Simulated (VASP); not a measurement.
# InP: electric field gradients with PBEsol

Crystal: InP.

```xyz
2
Lattice="0.0000 2.8550 2.8264 2.8550 0.0000 2.8264 2.8550 2.8550 0.0000" Properties=species:S:1:pos:R:3 pbc="T T T"
In    0.0000    0.0000    0.0000
P     2.8550    2.8550    2.8264
```

This cell differs from its parent crystal: zz strain of -1 %.

| Quantity | Value |
| --- | --- |
| Program | VASP 6.6.1 |
| Task | electric field gradients |
| Functional | PBEsol |
| Potentials or basis | VASP PAW PBE potentials, release 64 (In_d, P) |
| Cutoff | 520 eV |
| k mesh | 11 × 11 × 11 |
| Occupations | fermi-dirac, width 0.03 eV |
| Spin | no spin polarisation |
| Dipole correction | no |
| Further INCAR settings | ALGO = Normal; EDIFF = 1e-08; NBANDS = 16 |

The pressure is -7.8 GPa and the band gap on the k mesh is zero (band 9 reaches 6.27 eV, above the bottom of band 10 at 3.88 eV).

Stress tensor (GPa, compression positive):
```
-8.06  0.00  0.00
 0.00 -8.06  0.00
 0.00  0.00 -7.24
```

Levels at points of the mesh, in eV from the Fermi level:
```
           k point  band 6  band 7  band 8  band 9  band 10  band 11  band 12  band 13
(0.00, 0.00, 0.00)  -11.42   -0.25   -0.16   -0.16    -0.12     7.04     7.04     7.11
```

Electric field gradients, principal values (V/Å²):
| atom | least | middle | greatest (by size) |
| --- | --- | --- | --- |
| 1 In | 4.690 | 4.692 | -9.383 |
| 2 P | -0.380 | -0.380 | 0.760 |

Run time: 40 s on 1 thread of Intel(R) Xeon(R) 6975P-C (Granite Rapids), on a shared host, peak memory 0.23 GiB.

Caveat: the cell differs from its parent crystal (zz strain of -1 %); without QUAD_EFG the Cq values of the log hold for a quadrupole moment of 1 mb, not for the nuclei; the PAW data sets were made with another functional, which shifts forces and pressure a little; spin-orbit coupling is left out, which moves the levels of the heavy elements.
